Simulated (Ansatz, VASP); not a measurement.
## One calculation of TiO2, two programs

```
Ti O
1.0
    -1.89943    1.89943    4.85015
     1.89943   -1.89943    4.85015
     1.89943    1.89943   -4.85015
Ti O
2 4
Direct
  0.00000 0.00000 0.00000
  0.75000 0.25000 0.50000
  0.20646 0.20646 0.00000
  0.95646 0.45646 0.50000
  0.54354 0.04354 0.50000
  0.79354 0.79354 0.00000
```

Alike in both runs: functional PBE; k mesh 10 × 10 × 10; occupations gaussian, width 0.05 eV; collinear spin.

Ansatz relaxed the structure, and its values are those at the end. VASP's run is a single point on that final structure, the one shown.

```csv
,VASP,Ansatz
version,VASP 6.6.1,Ansatz 0.2.0
potentials or method,"VASP PAW PBE potentials, release 64 (Ti_sv, O), cutoff 520 eV","scalar-relativistic, plane waves, PAW"
valence electrons in the cell,48,48
```

Ansatz gave:

```
gap on the k mesh at the Fermi level (eV) : 2.14
least direct gap on the mesh (eV)         : 2.43
pressure (GPa)                            : 0.0
rms of the force components (eV/Å)        : 0.000
net moment per atom (μB)                  : 0.00
```

Problem. Which values does VASP return?

Solution. gap on the k mesh at the Fermi level (eV): 2.11; least direct gap on the mesh (eV): 2.41; pressure (GPa): 0.7; rms of the force components (eV/Å): 0.009; net moment per atom (μB): 0.00.

Ansatz's warnings: seeded moment not kept.
